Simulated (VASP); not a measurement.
Write the native input for VASP 6.6.1 that does the following.

* Task: single point
* Functional: PBE
* Potentials or basis: VASP PAW PBE potentials, release 64 (Ge_d, Pb_d, N)
* Cutoff: 520 eV
* k mesh: 8 × 8 × 8
* Occupations: fermi-dirac, width 0.15 eV
* Spin: no spin polarisation
* Dipole correction: no
* Further INCAR settings: ALGO = Normal; EDIFF = 1e-07; NBANDS = 38

The structure of Ge3PbN lies in POSCAR:

```
Ge3PbN
1.0
    5.4303165333      0.0000000000      0.0000000000
    0.0000000000      5.4303165333      0.0000000000
    0.0000000000      0.0000000000      5.4303165333
Ge Pb N
3 1 1
Direct
    0.0000000000      0.5000000000      0.5000000000
    0.5000000000      0.0000000000      0.5000000000
    0.5000000000      0.5000000000      0.0000000000
    0.5000000000      0.5000000000      0.5000000000
    0.0000000000      0.0000000000      0.0000000000
```

One way to write it, as run:

INCAR

```
PREC     = Accurate       # precision mode
ENCUT    = 520            # plane-wave cutoff, eV
EDIFF    = 1E-7           # SCF threshold, eV
ISMEAR   = -1             # smearing method
SIGMA    = 0.15           # smearing width, eV
LREAL    = F              # projectors in reciprocal space
LASPH    = T              # aspherical terms in the spheres
NELM     = 80             # most SCF steps
ALGO     = Normal         # electronic algorithm
ISIF     = 2              # what is computed and relaxed
LWAVE    = F              # write WAVECAR
LCHARG   = F              # write CHGCAR
GGA      = PE             # functional
NBANDS   = 38             # bands
```

KPOINTS

```
regular mesh
0
Gamma
  8 8 8
```

Potentials or basis: VASP PAW PBE potentials, release 64 (Ge_d, Pb_d, N).

Launch:

```sh
$ cat potpaw_PBE.64/Ge_d/POTCAR potpaw_PBE.64/Pb_d/POTCAR potpaw_PBE.64/N/POTCAR > POTCAR
$ mpirun -np 1 vasp_std > vasp.out
```

Results of the run:

| Item | Value |
| --- | --- |
| Pressure | 0.0 GPa |

It used 250 s of CPU time on 1 thread of Intel Xeon 6975P-C (shared host).
